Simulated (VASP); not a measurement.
Write the native input for VASP 6.6.1 that does the following.

- Task: single point
- Functional: PBE
- Dispersion: D3(BJ)
- Potentials or basis: VASP PAW PBE potentials, release 64 (Si)
- Cutoff: 520 eV
- k mesh: 28 × 28 × 28
- Occupations: gaussian, width 0.15 eV
- Spin: no spin polarisation
- Dipole correction: no
- Further INCAR settings: ALGO = Normal; EDIFF = 1e-06; NBANDS = 8

The structure of Si lies in POSCAR:

```
Si
1.0
    0.0000000000      1.9955464649      1.9955464649
    1.9955464649      0.0000000000      1.9955464649
    1.9955464649      1.9955464649      0.0000000000
Si
1
Direct
    0.0000000000      0.0000000000      0.0000000000
```

This cell differs from its parent crystal: strain +0.050 along x and y, +0.050 along z.

The input as run:

INCAR

```
SYSTEM = Si
  ALGO = Normal
  EDIFF = 1E-6
  ENCUT = 520
  GGA = PE
  ISIF = 2
  ISMEAR = 0
  IVDW = 12
  LASPH = .True.
  LCHARG = .False.
  LREAL = .False.
  LWAVE = .False.
  NBANDS = 8
  NELM = 100
  PREC = Accurate
  SIGMA = 0.15
```

KPOINTS

```
k-points
0
Gamma
  28 28 28
  0 0 0
```

Potentials or basis: VASP PAW PBE potentials, release 64 (Si).

Command:

```sh
$ cat potpaw_PBE.64/Si/POTCAR > POTCAR
$ mpirun -np 1 vasp_std > vasp.out
```

Results of the run:

```
Pressure                   : -10.5 GPa
Band gap on the k mesh     : zero (band 2 reaches 19.02 eV, above the bottom of band 3 at 6.20 eV)
Dispersion energy per atom : -0.389 eV
```

Caveat: the cell differs from its parent crystal (strain +0.050 along x and y, +0.050 along z); pairwise dispersion overbinds metals, which lowers pressure and volume.

Wall time 17 s on 1 thread of Intel(R) Xeon(R) 6975P-C (Granite Rapids) (shared host), peak memory 0.19 GiB.
